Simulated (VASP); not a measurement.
Input of a VASP 6.6.1 run:

File INCAR:

```
SYSTEM = ErSc2Sb3
PREC = Accurate ; ENCUT = 500
EDIFF = 1E-6 ; ISMEAR = 0
SIGMA = 0.1 ; LREAL = .FALSE.
LASPH = .TRUE. ; NELM = 200
ALGO = Normal ; ISIF = 2
LWAVE = .FALSE. ; LCHARG = .TRUE.
GGA = PE ; LELF = .TRUE.
LVHAR = .TRUE. ; NBANDS = 32
GGA_COMPAT = .FALSE. ; LMAXMIX = 6
```

The input KPOINTS:

```
Automatic mesh
0
G
  6 6 2
  0 0 0
```

File POSCAR:

```
ErSc2Sb3
1.0
    4.2483940804      0.0000000000      0.0000000000
   -2.1241970402      3.6792171989      0.0000000000
    0.0000000000      0.0000000000     10.2234958364
Er Sc Sb
1 2 3
Direct
    0.0000000000      0.0000000000      0.0000000000
    0.3333333333      0.6666666667      0.6619484785
    0.6666666667      0.3333333333      0.3380515215
    0.3333333333      0.6666666667      0.1776997746
    0.6666666667      0.3333333333      0.8223002254
    0.0000000000      0.0000000000      0.5000000000
```

Potentials or basis: VASP PAW PBE potentials, release 64 (Er_3, Sc_sv, Sb), 4f in core.

Run with:

```sh
$ cat potpaw_PBE.64/Er_3/POTCAR potpaw_PBE.64/Sc_sv/POTCAR potpaw_PBE.64/Sb/POTCAR > POTCAR
$ mpirun -np 1 vasp_std > vasp.out
```

**Question.** What does it give for the pressure?

**Answer.** 0.3 GPa.

**Question.** Predict the largest force.

**Answer.** 0.010 eV/Å.

Stress tensor (GPa, compression positive):
```
0.08 0.00 0.00
0.00 0.08 0.00
0.00 0.00 0.63
```

Caveat: spin-orbit coupling is left out, which moves the levels of the heavy elements; the 4f electrons are frozen in the core, so they carry no moment and show no levels. Spin polarisation is off, so any magnetic state and its effect on volume and gap are missing.
